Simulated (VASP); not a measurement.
# TiO2 (Pbcn) in VASP: further runs

Aim: see how the results for TiO2 move with the level of theory and the settings. Levels: PBE, r2SCAN. Tasks: electric field gradients.

Everything below comes from runs of VASP 6.6.1. Logs are shortened: lines on timing, memory, paths and dates and some standing lists are left out, and cuts for length are marked.

## (1) The cell of the first run

It takes space group Pbcn (No. 60, orthorhombic). The conventional cell has a = 4.515 Å, b = 5.497 Å, c = 4.939 Å, α = 90.00°, β = 90.00°, γ = 90.00°. Within 2.5 Å of Ti (site symmetry 2) lie 6 O at 1.89 to 2.05 Å. Within 2.5 Å of O (site symmetry 1) lie 3 Ti at 1.89 to 2.05 Å.

## (2) Electric field gradients, PBE

Input file INCAR:

```
PREC = Accurate ; ENCUT = 520
EDIFF = 1E-8 ; ISMEAR = -1
SIGMA = 0.02 ; LREAL = F
LASPH = T ; NELM = 100
ALGO = Normal ; ISIF = 2
LWAVE = F ; LCHARG = F
GGA = PE ; LEFG = T
NBANDS = 60
```

Input file KPOINTS:

```
Automatic mesh
0
Gamma
  5 5 5
```

Input file POSCAR:

```
TiO2
1.0
    4.5150000000      0.0000000000      0.0000000000
    0.0000000000      5.4970000000      0.0000000000
    0.0000000000      0.0000000000      4.9390000000
Ti O
4 8
Direct
    0.0000000000      0.1710000000      0.2500000000
    0.5000000000      0.3290000000      0.7500000000
    0.0000000000      0.8290000000      0.7500000000
    0.5000000000      0.6710000000      0.2500000000
    0.2860000000      0.3760000000      0.4120000000
    0.2140000000      0.1240000000      0.9120000000
    0.7860000000      0.1240000000      0.5880000000
    0.7140000000      0.3760000000      0.0880000000
    0.7140000000      0.6240000000      0.5880000000
    0.7860000000      0.8760000000      0.0880000000
    0.2140000000      0.8760000000      0.4120000000
    0.2860000000      0.6240000000      0.9120000000
```

Potentials or basis: VASP PAW PBE potentials, release 64 (Ti_sv, O).

Run with:

```sh
cat potpaw_PBE.64/Ti_sv/POTCAR potpaw_PBE.64/O/POTCAR > POTCAR
mpirun -np 1 vasp_std > vasp.out
```

OUTCAR:

```text
PREC = Accurate
   ENCUT = 520
   EDIFF = 1E-8
   ISMEAR = -1
   LREAL = F
   LASPH = T
   NELM = 100
   ISIF = 2
   GGA = PE

 ion  position               nearest neighbor table
   1  0.000  0.171  0.250-   5 1.89   8 1.89   7 1.95   6 1.95  10 2.05  11 2.05
   2  0.500  0.329  0.750-   6 1.89   7 1.89   5 1.95   8 1.95   9 2.05  12 2.05
   3  0.000  0.829  0.750-   9 1.89  12 1.89  11 1.95  10 1.95   6 2.05   7 2.05
   4  0.500  0.671  0.250-  10 1.89  11 1.89   9 1.95  12 1.95   5 2.05   8 2.05
   5  0.286  0.376  0.412-   1 1.89   2 1.95   4 2.05
   6  0.214  0.124  0.912-   2 1.89   1 1.95   3 2.05
   7  0.786  0.124  0.588-   2 1.89   1 1.95   3 2.05
   8  0.714  0.376  0.088-   1 1.89   2 1.95   4 2.05
   9  0.714  0.624  0.588-   3 1.89   4 1.95   2 2.05
  10  0.786  0.876  0.088-   4 1.89   3 1.95   1 2.05
  11  0.214  0.876  0.412-   4 1.89   3 1.95   1 2.05
  12  0.286  0.624  0.912-   3 1.89   4 1.95   2 2.05

  LATTYP: Found a simple orthorhombic cell.
 ALAT       =     4.5150000000
 B/A-ratio  =     1.0939091916
 C/A-ratio  =     1.2174972315

  Lattice vectors:

 A1 = (  -4.5150000000,   0.0000000000,   0.0000000000)
 A2 = (   0.0000000000,   0.0000000000,   4.9390000000)
 A3 = (   0.0000000000,   5.4970000000,   0.0000000000)

Analysis of symmetry for initial positions (statically):
=====================================================================
 Subroutine PRICEL returns:
 Original cell was already a primitive cell.

 Routine SETGRP: Setting up the symmetry group for a
 simple orthorhombic supercell.

 Subroutine GETGRP returns: Found  8 space group operations
 (whereof  2 operations were pure point group operations)
 out of a pool of  8 trial point group operations.

The static configuration has the point symmetry S_2 .
 The point group associated with its full space group is D_2h.

Analysis of symmetry for dynamics (positions and initial velocities):
=====================================================================
 Subroutine PRICEL returns:
 Original cell was already a primitive cell.

 Routine SETGRP: Setting up the symmetry group for a
 simple orthorhombic supercell.

 Subroutine GETGRP returns: Found  8 space group operations
 (whereof  2 operations were pure point group operations)
 out of a pool of  8 trial point group operations.

The dynamic configuration has the point symmetry S_2 .
 The point group associated with its full space group is D_2h.

 Subroutine INISYM returns: Found  8 space group operations
 (whereof  2 operations are pure point group operations),
 and found     1 'primitive' translations

----------------------------------------------------------------------------------------

                                     Primitive cell

  volume of cell :     122.5808

  direct lattice vectors                    reciprocal lattice vectors
     4.515000000  0.000000000  0.000000000     0.221483942  0.000000000  0.000000000
     0.000000000  5.497000000  0.000000000     0.000000000  0.181917409  0.000000000
     0.000000000  0.000000000  4.939000000     0.000000000  0.000000000  0.202470136

  length of vectors
     4.515000000  5.497000000  4.939000000     0.221483942  0.181917409  0.202470136

  position of ions in fractional coordinates (direct lattice)
     0.000000000  0.171000000  0.250000000
     0.500000000  0.329000000  0.750000000
     0.000000000  0.829000000  0.750000000
     0.500000000  0.671000000  0.250000000
     0.286000000  0.376000000  0.412000000
     0.214000000  0.124000000  0.912000000
     0.786000000  0.124000000  0.588000000
     0.714000000  0.376000000  0.088000000
     0.714000000  0.624000000  0.588000000
     0.786000000  0.876000000  0.088000000
     0.214000000  0.876000000  0.412000000
     0.286000000  0.624000000  0.912000000

  ion indices of the primitive-cell ions
   primitive index   ion index
                 1           1
                 2           2
                 3           3
                 4           4
                 5           5
                 6           6
                 7           7
                 8           8
                 9           9
                10          10
                11          11
                12          12

----------------------------------------------------------------------------------------
[... 58 lines left out ...]
   NGX,Y,Z   is equivalent  to a cutoff of  13.26, 12.70, 13.46 a.u.
   NGXF,Y,Z  is equivalent  to a cutoff of  26.51, 25.40, 26.93 a.u.
 SYSTEM =  unknown system
   PREC   = accura    normal or accurate (medium, high low for compatibility)
   ISTART =      0    job   : 0-new  1-cont  2-samecut
   ICHARG =      2    charge: 1-file 2-atom 10-const
   ISPIN  =      1    spin polarized calculation?
   LNONCOLLINEAR =      F non collinear calculations
   LSORBIT =      F    spin-orbit coupling
   LASPH  =      T    aspherical Exc in radial PAW
   ENCUT  =  520.0 eV  38.22 Ry    6.18 a.u.   8.39 10.22  9.18*2*pi/ulx,y,z
   NELM   =    100;   NELMIN=  2; NELMDL= -5     # of ELM steps
   EDIFF  = 0.1E-07   stopping-criterion for ELM
   LREAL  =      F    real-space projection
   EDIFFG = 0.1E-06   stopping-criterion for IOM
   NSW    =      0    number of steps for IOM
   IBRION =     -1    ionic relax: 0-MD 1-quasi-New 2-CG
   NFREE  =      0    steps in history (QN), initial steepest desc. (CG)
   ISIF   =      2    stress and relaxation
   ISYM   =      2    0-nonsym 1-usesym 2-fastsym
   POTIM  = 0.5000    time-step for ionic-motion
   TEBEG  =    0.0;   TEEND  =   0.0 temperature during run
   PSTRESS=    0.0 pullay stress
   NELECT =      96.0000    total number of electrons
   NUPDOWN=      -1.0000    fix difference up-down
   EMIN   =  10.00;   EMAX   =-10.00  energy-range for DOS
   EFERMI =   0.00;   METHOD = LEGACY
   ISMEAR =    -1;   SIGMA  =   0.02  broadening in eV -4-tet -1-fermi 0-gaus
   EFERMI_NEDOS =   21; number of points for ismear=-14 and -15
   IALGO  =     38    algorithm
   IMIX   =      4    mixing-type and parameters
     AMIX     =   0.40;   BMIX     =  1.00
     AMIX_MAG =   1.60;   BMIX_MAG =  1.00
  volume/ion in A,a.u.               =      10.22        68.93
  Fermi-wavevector in a.u.,A,eV,Ry     =   1.509006  2.851609 30.981829  2.277100
  Thomas-Fermi vector in A             =   2.619386
   LORBIT       =      0    0 simple, 1 ext, 2 COOP (PROOUT), +10 PAW based schemes
   GGA     = PE    functional components
   LHFCALC =     F    Hartree Fock is set to
   AEXX    =    0.0000 exact exchange contribution
   IVDW    =     0    specifies the selected vdW correction
   LEPSILON=     F    determine dielectric tensor
   LRPA    =     F    only Hartree local field effects (RPA)
 non-spin polarized calculation
  energy-cutoff  :      520.00
  volume of cell :      122.58
 maximum number of plane-waves:      3311
 NGX is ok and might be reduce to    36
   NGX = 17   NGY = 21   NGZ = 19

 number of electron      95.9999961 magnetization

 Free energy of the ion-electron system (eV)
  ---------------------------------------------------
  ext. energy  EPLUGINS =         0.00000000
  ---------------------------------------------------
  free energy    TOTEN  =      -107.13302380 eV

  energy without entropy =     -107.13302380  energy(sigma->0) =     -107.13302380

 E-fermi :   5.3184     XC(G=0): -11.5321

 val. band max:        4.8746747627   @ k =   0.0000   0.0000   0.0000
 cond. band min:       7.3247749003   @ k =   0.0000   0.0000   0.0000
 fundamental gap:      2.4501001375
 Fermi energy:         5.3183717970

 k-point     1 :       0.0000    0.0000    0.0000
  band No.  band energies     occupation
      1     -51.7140      2.00000
      2     -51.6916      2.00000
      3     -51.6821      2.00000
      4     -51.6775      2.00000
      5     -28.1615      2.00000
      6     -28.0827      2.00000
[... 1501 lines left out ...]
     59       8.8989      0.00000
     60       8.9520      0.00000

 [... further k-points ...]
[... 5 lines left out ...]
  --------------------------------------------------------------------------------------
  -------------------------------------------------------------------------------------
  Total        7.5672742      4.6385186      4.9631912      0.0000000      0.0000000      0.0000000
  in kB       98.9071151     60.6271796     64.8707730      0.0000000      0.0000000      0.0000000
  external PRESSURE =      74.8016892 kB  Pullay stress =       0.0000000 kB

 VOLUME and BASIS-vectors are now :
 -----------------------------------------------------------------------------
  energy-cutoff  :      520.00
  volume of cell :      122.58
      direct lattice vectors                 reciprocal lattice vectors
     4.515000000  0.000000000  0.000000000     0.221483942  0.000000000  0.000000000
     0.000000000  5.497000000  0.000000000     0.000000000  0.181917409  0.000000000
     0.000000000  0.000000000  4.939000000     0.000000000  0.000000000  0.202470136

 POSITION                                       TOTAL-FORCE (eV/Angst)
 -----------------------------------------------------------------------------------
      0.00000      0.93999      1.23475        -0.000000      0.074833     -0.000000
      2.25750      1.80851      3.70425        -0.000000     -0.074833     -0.000000
      0.00000      4.55701      3.70425        -0.000000     -0.074833     -0.000000
      2.25750      3.68849      1.23475        -0.000000      0.074833     -0.000000
      1.29129      2.06687      2.03487        -0.684349     -0.055837      0.107385
      0.96621      0.68163      4.50437         0.684349      0.055837      0.107385
      3.54879      0.68163      2.90413        -0.684349      0.055837     -0.107385
      3.22371      2.06687      0.43463         0.684349     -0.055837     -0.107385
      3.22371      3.43013      2.90413         0.684349      0.055837     -0.107385
      3.54879      4.81537      0.43463        -0.684349     -0.055837     -0.107385
      0.96621      4.81537      2.03487         0.684349     -0.055837      0.107385
      1.29129      3.43013      4.50437        -0.684349      0.055837      0.107385
 -----------------------------------------------------------------------------------
    total drift:                               -0.000000     -0.000000      0.000000

  FREE ENERGIE OF THE ION-ELECTRON SYSTEM (eV)
  ---------------------------------------------------
  free  energy   TOTEN  =      -107.1330237988 eV

  energy  without entropy=     -107.1330237988  energy(sigma->0) =     -107.13302380

 Electric field gradients (V/A^2)
---------------------------------------------------------------------
 ion       V_xx      V_yy      V_zz      V_xy      V_xz      V_yz
---------------------------------------------------------------------
   1     -11.291    27.290   -15.999    -0.000    -4.562    -0.000
   2     -11.291    27.290   -15.999     0.000     4.562     0.000
   3     -11.291    27.290   -15.999     0.000    -4.562    -0.000
   4     -11.291    27.290   -15.999    -0.000     4.562    -0.000
   5      -8.272     4.125     4.147    21.214     7.601    -2.507
   6      -8.272     4.125     4.147    21.214    -7.601     2.507
   7      -8.272     4.125     4.147   -21.214    -7.601    -2.507
   8      -8.272     4.125     4.147   -21.214     7.601     2.507
   9      -8.272     4.125     4.147    21.214     7.601    -2.507
  10      -8.272     4.125     4.147    21.214    -7.601     2.507
  11      -8.272     4.125     4.147   -21.214    -7.601    -2.507
  12      -8.272     4.125     4.147   -21.214     7.601     2.507
---------------------------------------------------------------------

 Electric field gradients after diagonalization (V/A^2)
 (convention: |V_zz| > |V_xx| > |V_yy|)
----------------------------------------------------------------------
 ion       V_xx      V_yy      V_zz     asymmetry (V_yy - V_xx)/ V_zz
----------------------------------------------------------------------
   1     -18.778    -8.512    27.290       0.376
   2     -18.778    -8.512    27.290       0.376
   3     -18.778    -8.512    27.290       0.376
   4     -18.778    -8.512    27.290       0.376
   5      20.461     5.626   -26.087       0.569
   6      20.461     5.626   -26.087       0.569
   7      20.461     5.626   -26.087       0.569
   8      20.461     5.626   -26.087       0.569
   9      20.461     5.626   -26.087       0.569
  10      20.461     5.626   -26.087       0.569
  11      20.461     5.626   -26.087       0.569
  12      20.461     5.626   -26.087       0.569
----------------------------------------------------------------------

           NMR quadrupolar parameters

 Cq : quadrupolar parameter    Cq=e*Q*V_zz/h
 eta: asymmetry parameters     (V_yy - V_xx)/ V_zz
 Q  : nuclear electric quadrupole moment in mb (millibarn)
----------------------------------------------------------------------
 ion       Cq(MHz)       eta       Q (mb)
----------------------------------------------------------------------
   1       0.066       0.376       1.000
   2       0.066       0.376       1.000
   3       0.066       0.376       1.000
   4       0.066       0.376       1.000
   5      -0.063       0.569       1.000
   6      -0.063       0.569       1.000
   7      -0.063       0.569       1.000
   8      -0.063       0.569       1.000
   9      -0.063       0.569       1.000
  10      -0.063       0.569       1.000
  11      -0.063       0.569       1.000
  12      -0.063       0.569       1.000
----------------------------------------------------------------------
```

Run time: 4.6 min. Hardware: 1 thread of Intel Xeon Platinum 8259CL at 2.50GHz (Skylake/Cascade Lake), shared host; peak memory 0.31 GiB.

Results:

```yaml
Free_energy: -107.1330 eV
Pressure: 7.5 GPa
Largest_force: 0.695 eV/Å
Band_gap_on_the_k_mesh: 2.45 eV, direct
```

Forces in eV/Å, atoms in the order of the input:
```
Ti   0.000  0.075  0.000
Ti   0.000 -0.075  0.000
Ti   0.000 -0.075  0.000
Ti   0.000  0.075  0.000
O   -0.684 -0.056  0.107
O    0.684  0.056  0.107
O   -0.684  0.056 -0.107
O    0.684 -0.056 -0.107
O    0.684  0.056 -0.107
O   -0.684 -0.056 -0.107
O    0.684 -0.056  0.107
O   -0.684  0.056  0.107
```

Stress tensor (GPa, compression positive):
```
9.89 0.00 0.00
0.00 6.06 0.00
0.00 0.00 6.49
```

Levels at points of the mesh, in eV from the valence-band top:
```
           k point  band 44  band 45  band 46  band 47  band 48  band 49  band 50  band 51  band 52  band 53
(0.00, 0.00, 0.00)    -0.89    -0.88    -0.53    -0.05     0.00     2.45     2.56     2.61     2.62     2.94
```

Electric field gradients, principal values (V/Å²):
```csv
atom,least,middle,greatest (by size)
1 Ti,-8.512,-18.778,27.290
2 Ti,-8.512,-18.778,27.290
3 Ti,-8.512,-18.778,27.290
4 Ti,-8.512,-18.778,27.290
5 O,5.626,20.461,-26.087
6 O,5.626,20.461,-26.087
7 O,5.626,20.461,-26.087
8 O,5.626,20.461,-26.087
9 O,5.626,20.461,-26.087
10 O,5.626,20.461,-26.087
11 O,5.626,20.461,-26.087
12 O,5.626,20.461,-26.087
```

Caveat: without QUAD_EFG the Cq values of the log hold for a quadrupole moment of 1 mb, not for the nuclei. A k mesh can miss the band edges.

[end of part 1 of 2]
